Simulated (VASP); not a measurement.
A run of VASP 6.6.1:

File INCAR:

```
SYSTEM = Ti
ALGO = Normal
EDIFF = 1E-6
ENCUT = 520
GGA = PE
ISIF = 2
ISMEAR = -1
LASPH = .TRUE.
LCHARG = .FALSE.
LREAL = .FALSE.
LWAVE = .FALSE.
NBANDS = 12
NELM = 60
PREC = Accurate
SIGMA = 0.1
```

The input KPOINTS:

```
k-points
0
G
  10 10 10
  0 0 0
```

POSCAR

```
Ti
1.0
   -1.6410000000      1.6410000000      1.6410000000
    1.6410000000     -1.6410000000      1.6410000000
    1.6410000000      1.6410000000     -1.6410000000
Ti
1
Direct
    0.0000000000      0.0000000000      0.0000000000
```

Potentials or basis: VASP PAW PBE potentials, release 64 (Ti_sv).

The run is started by

```bash
$ cat potpaw_PBE.64/Ti_sv/POTCAR > POTCAR
$ mpirun -np 1 vasp_std > vasp.out
```

Hardware: 1 thread of Intel(R) Xeon(R) Platinum 8259CL CPU @ 2.50GHz (Skylake/Cascade Lake) (shared host).

Task: How long does it take, and how much memory?

Result: Wall time 7.3 s on 1 thread of Intel(R) Xeon(R) Platinum 8259CL CPU @ 2.50GHz (Skylake/Cascade Lake) (shared host), peak memory 0.14 GiB. Counts: scf iterations 12, k points 47.
